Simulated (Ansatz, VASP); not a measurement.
# KTaO3: VASP beside Ansatz

```xyz
5
Lattice="3.9901 0.0000 0.0000 0.0000 3.9901 0.0000 0.0000 0.0000 3.9103" Properties=species:S:1:pos:R:3 pbc="T T T"
K     0.0000    0.0000    0.0000
Ta    1.9951    1.9951    1.9552
O     1.9951    1.9951    0.0000
O     1.9951    0.0000    1.9552
O     0.0000    1.9951    1.9552
```

Change from the starting cell: uniaxial_z strain -2.0%.

Alike in both runs: task single point; functional PBE; k mesh 6 × 6 × 6; occupations fermi-dirac, width 0.02 eV; no spin polarisation.

|  | VASP | Ansatz |
| --- | --- | --- |
| version | VASP 6.6.1 | Ansatz 0.2.0 |
| potentials or method | VASP PAW PBE potentials, release 64 (K_sv, Ta_pv, O) | plane waves, PAW |
| plane-wave cutoff (eV) | 520 | 420 |
| valence electrons in the cell | 38 | 40 |

```csv
,VASP,Ansatz,Ansatz less VASP
gap on the k mesh at the Fermi level (eV),2.18,2.22,+0.048
pressure (GPa),10.5,9.7,-0.76
"traceless stress, the component that is largest in VASP (GPa)",5.76,5.66,-0.100
```

With one functional, cell and mesh, what is left measures potentials, basis and numerics. VASP's potentials hold 38 valence electrons a cell and Ansatz's 40, so a difference there can come from the potentials and not from the codes.

Neither program's run includes spin-orbit coupling.
